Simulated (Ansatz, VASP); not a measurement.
# One calculation of GaSb, two programs

```
CELL_PARAMETERS angstrom
-1.55590 2.67500 2.89331
1.55590 -2.67500 2.89331
1.55590 2.67500 -2.89331
ATOMIC_POSITIONS crystal
Sb 0.50000 0.50000 0.00000
Ga 0.00000 0.00000 0.00000
```

Alike in both runs: task single point; functional PBE0; k mesh 5 × 5 × 5; occupations fermi-dirac, width 0.05 eV; no spin polarisation.

|  | VASP | Ansatz |
| --- | --- | --- |
| version | VASP 6.6.1 | Ansatz 0.2.0 |
| potentials or method | VASP PAW PBE potentials, release 64 (Sb, Ga_d) | Ansatz PAW |
| plane-wave cutoff (eV) | 520 | 420 |
| valence electrons in the cell | 18 | 28 |

```tsv
	VASP	Ansatz	Ansatz less VASP
gap on the k mesh at the Fermi level (eV)	none	none	-
pressure (GPa)	-2.7	-2.0	+0.62
traceless stress, the component that is largest in VASP (GPa)	3.57	3.56	-0.003
```

A gap of «none» marks a metal or a gap that the smearing closes. VASP's potentials hold 18 valence electrons a cell and Ansatz's 28, so a difference there can come from the potentials and not from the codes.

The k mesh is coarse, so the values compare programs but aren't converged. Neither program's run includes spin-orbit coupling.
